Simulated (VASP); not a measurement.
Set up this calculation in VASP 6.6.1, as the native input.

| Item | Value |
| --- | --- |
| Task | single point |
| Functional | r2SCAN |
| Potentials or basis | VASP PAW PBE potentials, release 64 (Mo_sv) |
| Cutoff | 520 eV |
| k mesh | 12 × 12 × 11 |
| Occupations | fermi-dirac, width 0.1 eV |
| Spin | no spin polarisation |
| Dipole correction | no |
| Further INCAR settings | ALGO = Normal; EDIFF = 1e-06; NBANDS = 13 |

Crystal: Mo.

```
CELL_PARAMETERS angstrom
2.67967 0.00000 0.00000
-1.33983 2.32066 0.00000
0.00000 0.00000 2.50302
ATOMIC_POSITIONS crystal
Mo 0.00000 0.00000 0.50000
```

One way to write it, as run:

POSCAR

```
Mo
1.0
    2.6796675963      0.0000000000      0.0000000000
   -1.3398337981      2.3206600629      0.0000000000
    0.0000000000      0.0000000000      2.5030198129
Mo
1
Direct
    0.0000000000      0.0000000000      0.5000000000
```

INCAR.step1

```
PREC = Accurate
ENCUT = 520
ISMEAR = -1
SIGMA = 0.1
LREAL = F
LASPH = T
NELM = 80
NBANDS = 13
GGA = PE
ALGO = Normal
EDIFF = 1E-4
LWAVE = T
LCHARG = F
```

INCAR.step2

```
PREC = Accurate
ENCUT = 520
EDIFF = 1E-6
ISMEAR = -1
SIGMA = 0.1
LREAL = F
LASPH = T
NELM = 80
ALGO = Normal
ISIF = 2
LWAVE = F
LCHARG = F
METAGGA = R2SCAN
LMIXTAU = T
NBANDS = 13
ISTART = 1
```

KPOINTS

```
Automatic mesh
0
Gamma
  12 12 11
```

Potentials or basis: VASP PAW PBE potentials, release 64 (Mo_sv).

Run with:

```sh
$ cat potpaw_PBE.64/Mo_sv/POTCAR > POTCAR
$ cp INCAR.step1 INCAR
$ mpirun -np 1 vasp_std > vasp.out
$ cp INCAR.step2 INCAR
$ mpirun -np 1 vasp_std > vasp.out
```

Results of the run:

* Pressure: 16.3 GPa
* Band gap on the k mesh: zero (band 7 reaches 13.69 eV, above the bottom of band 8 at 11.47 eV)

Caveat: the PAW data sets were made with another functional, which shifts forces and pressure a little.

Run time: 35 s on 1 thread of Intel(R) Xeon(R) 6975P-C (Granite Rapids), with other jobs on the host, peak memory 0.14 GiB.
